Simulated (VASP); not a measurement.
# MgO (P-6m2) in VASP: a series of runs, part 2 of 3

VASP 6.6.1. The steps go on from the part before.

## Step 3: Single point, LDA (strain +0.000 along x and y, -0.030 along z)

The input, INCAR:

```
SYSTEM = MgO
ALGO = Normal ; EDIFF = 1E-6
ENCUT = 750 ; GGA = CA
GGA_COMPAT = .FALSE. ; ISIF = 2
ISMEAR = 0 ; LASPH = .TRUE.
LCHARG = .FALSE. ; LREAL = .FALSE.
LWAVE = .FALSE. ; NBANDS = 15
NELM = 120 ; PREC = Accurate
SIGMA = 0.05
```

The input, KPOINTS:

```
k-points
0
G
  9 9 8
  0 0 0
```

The input, POSCAR:

```
MgO
1.0
    2.9380209034      0.0000000000      0.0000000000
   -1.4690104517      2.5444007392      0.0000000000
    0.0000000000      0.0000000000      2.5992896000
Mg O
1 1
Direct
    0.0000000000      0.0000000000      0.0000000000
    0.3333333333      0.6666666667      0.5000000000
```

Potentials or basis: VASP PAW LDA potentials, release 64 (Mg_sv, O).

Command:

```console
$ cat potpaw_LDA.64/Mg_sv/POTCAR potpaw_LDA.64/O/POTCAR > POTCAR
$ mpirun -np 1 vasp_std > vasp.out
```

OUTCAR:

```text
SYSTEM = MgO
   EDIFF = 1E-6
   ENCUT = 750
   GGA = CA
   ISIF = 2
   ISMEAR = 0
   LASPH = .TRUE.
   LREAL = .FALSE.
   NELM = 120
   PREC = Accurate

 ion  position               nearest neighbor table
   1  0.000  0.000  0.000-
   2  0.333  0.667  0.500-

  LATTYP: Found a hexagonal cell.
 ALAT       =     2.9380209034
 C/A-ratio  =     0.8847076605

  Lattice vectors:

 A1 = (   2.9380209034,   0.0000000000,   0.0000000000)
 A2 = (  -1.4690104517,   2.5444007392,   0.0000000000)
 A3 = (   0.0000000000,   0.0000000000,   2.5992896000)

Analysis of symmetry for initial positions (statically):
=====================================================================
 Subroutine PRICEL returns:
 Original cell was already a primitive cell.

 Routine SETGRP: Setting up the symmetry group for a
 hexagonal supercell.

 Subroutine GETGRP returns: Found 12 space group operations
 (whereof 12 operations were pure point group operations)
 out of a pool of 24 trial point group operations.

The static configuration has the point symmetry D_3h.

Analysis of symmetry for dynamics (positions and initial velocities):
=====================================================================
 Subroutine PRICEL returns:
 Original cell was already a primitive cell.

 Routine SETGRP: Setting up the symmetry group for a
 hexagonal supercell.

 Subroutine GETGRP returns: Found 12 space group operations
 (whereof 12 operations were pure point group operations)
 out of a pool of 24 trial point group operations.

The dynamic configuration has the point symmetry D_3h.

 Subroutine INISYM returns: Found 12 space group operations
 (whereof 12 operations are pure point group operations),
 and found     1 'primitive' translations

----------------------------------------------------------------------------------------

                                     Primitive cell

  volume of cell :      19.4310

  direct lattice vectors                    reciprocal lattice vectors
     2.938020903  0.000000000  0.000000000     0.340365175  0.196509926  0.000000000
[... 119 lines left out ...]
  energy-cutoff  :      750.00
  volume of cell :       19.43
 maximum number of plane-waves:       935
 NGX is ok and might be reduce to    28
   NGX = 13   NGY = 13   NGZ = 11

 number of electron      16.0000005 magnetization

 Free energy of the ion-electron system (eV)
  ---------------------------------------------------
  ext. energy  EPLUGINS =         0.00000000
  ---------------------------------------------------
  free energy    TOTEN  =       -12.50486361 eV

  energy without entropy =      -12.50486361  energy(sigma->0) =      -12.50486361

 E-fermi :   3.3950     XC(G=0): -11.6949

 val. band max:        3.1677051590   @ k =   0.3333   0.3333   0.0000
 cond. band min:       6.1531936672   @ k =   0.0000   0.0000   0.0000
 fundamental gap:      2.9854885082
 Fermi energy:         3.3949561992

 k-point     1 :       0.0000    0.0000    0.0000
  band No.  band energies     occupation
      1     -69.3538      2.00000
      2     -36.8229      2.00000
      3     -36.8229      2.00000
      4     -36.7733      2.00000
      5     -14.3946      2.00000
      6       2.1430      2.00000
      7       2.1430      2.00000
      8       2.8145      2.00000
      9       6.1532      0.00000
     10      14.8439      0.00000
     11      18.0594      0.00000
     12      18.0594      0.00000
     13      22.7207      0.00000
     14      24.6511      0.00000
[... 401 lines left out ...]
      2     -36.8761      2.00000
      3     -36.8681      2.00000
      4     -36.7861      2.00000
      5     -13.0204      2.00000
      6      -0.8230      2.00000
      7      -0.8141      2.00000
      8       2.4715      2.00000
      9      11.2043      0.00000
     10      14.1592      0.00000
     11      15.8244      0.00000
     12      20.3081      0.00000
     13      20.9906      0.00000
     14      24.0711      0.00000
     15      27.6593      0.00000

 [... further k-points ...]

------------------------ aborting loop because EDIFF is reached ----------------------------------------

  FORCE on cell =-STRESS in cart. coord.  units (eV):
  Direction    XX          YY          ZZ          XY          YZ          ZX
  --------------------------------------------------------------------------------------
  -------------------------------------------------------------------------------------
  Total       -1.2507263     -1.2507263      0.7786194     -0.0000000     -0.0000000      0.0000000
  in kB     -103.1282858   -103.1282858     64.2008483     -0.0000000     -0.0000000      0.0000000
  external PRESSURE =     -47.3519078 kB  Pullay stress =       0.0000000 kB

 VOLUME and BASIS-vectors are now :
 -----------------------------------------------------------------------------
  energy-cutoff  :      750.00
  volume of cell :       19.43
      direct lattice vectors                 reciprocal lattice vectors
     2.938020903  0.000000000  0.000000000     0.340365175  0.196509926  0.000000000
    -1.469010452  2.544400739  0.000000000     0.000000000  0.393019851  0.000000000
     0.000000000  0.000000000  2.599289600     0.000000000  0.000000000  0.384720502

 POSITION                                       TOTAL-FORCE (eV/Angst)
 -----------------------------------------------------------------------------------
      0.00000      0.00000      0.00000         0.000000     -0.000000      0.000000
     -0.00000      1.69627      1.29964        -0.000000      0.000000      0.000000
 -----------------------------------------------------------------------------------
    total drift:                               -0.000000      0.000000     -0.000000

  FREE ENERGIE OF THE ION-ELECTRON SYSTEM (eV)
  ---------------------------------------------------
  free  energy   TOTEN  =       -12.5048636137 eV

  energy  without entropy=      -12.5048636137  energy(sigma->0) =      -12.50486361
```

OSZICAR:

```text
N       E                     dE             d eps       ncg     rms          rms(c)
DAV:   1     0.149214792445E+03    0.14921E+03   -0.12677E+04  1800   0.163E+03
DAV:   2    -0.899880933288E+01   -0.15821E+03   -0.15032E+03  2213   0.411E+02
DAV:   3    -0.142426116542E+02   -0.52438E+01   -0.52178E+01  2265   0.739E+01
DAV:   4    -0.143147035787E+02   -0.72092E-01   -0.72087E-01  2122   0.877E+00
DAV:   5    -0.143157752852E+02   -0.10717E-02   -0.10717E-02  2213   0.903E-01    0.866E+00
DAV:   6    -0.125972359580E+02    0.17185E+01   -0.24237E+00  1877   0.154E+01    0.286E+00
DAV:   7    -0.125437036579E+02    0.53532E-01   -0.14435E-01  2087   0.331E+00    0.169E+00
DAV:   8    -0.125061081291E+02    0.37596E-01   -0.60191E-02  2157   0.228E+00    0.374E-01
DAV:   9    -0.125048112138E+02    0.12969E-02   -0.43167E-03  2115   0.549E-01    0.962E-02
DAV:  10    -0.125048874753E+02   -0.76262E-04   -0.16670E-04  2129   0.186E-01    0.597E-02
DAV:  11    -0.125048637431E+02    0.23732E-04   -0.35460E-05  2101   0.712E-02    0.393E-03
DAV:  12    -0.125048636137E+02    0.12939E-06   -0.12464E-06  1987   0.148E-02
   1 F= -.12504864E+02 E0= -.12504864E+02  d E =-.105982E-12
```

stdout:

```text
POSCAR found type information on POSCAR MgO
 POSCAR found :  2 types and       2 ions
 scaLAPACK will be used
 LDA part: xc-table for (Slater(with rela. corr.)+CA(PZ))
 , standard interpolation
 POSCAR, INCAR and KPOINTS ok, starting setup
 FFT: planning ... GRIDC
 FFT: planning ... GRID_SOFT
 FFT: planning ... GRID
 WAVECAR not read
 entering main loop
```

It took 9.6 s on 1 thread of Intel Xeon 6975P-C (Granite Rapids), shared host; peak memory 0.14 GiB.

What came out:

```
Free energy            : -12.5049 eV
Pressure               : -4.7 GPa
Band gap on the k mesh : 2.99 eV (least direct gap 3.34 eV)
```

Stress tensor (GPa, compression positive):
```
-10.31   0.00   0.00
  0.00 -10.31   0.00
  0.00   0.00   6.42
```

Caveat: the cell differs from its parent crystal (strain +0.000 along x and y, -0.030 along z); the cell stands under tension; an odd mesh through Γ misses points on the zone boundary, where band edges can lie.

(Part 2 of 3 ends here.)
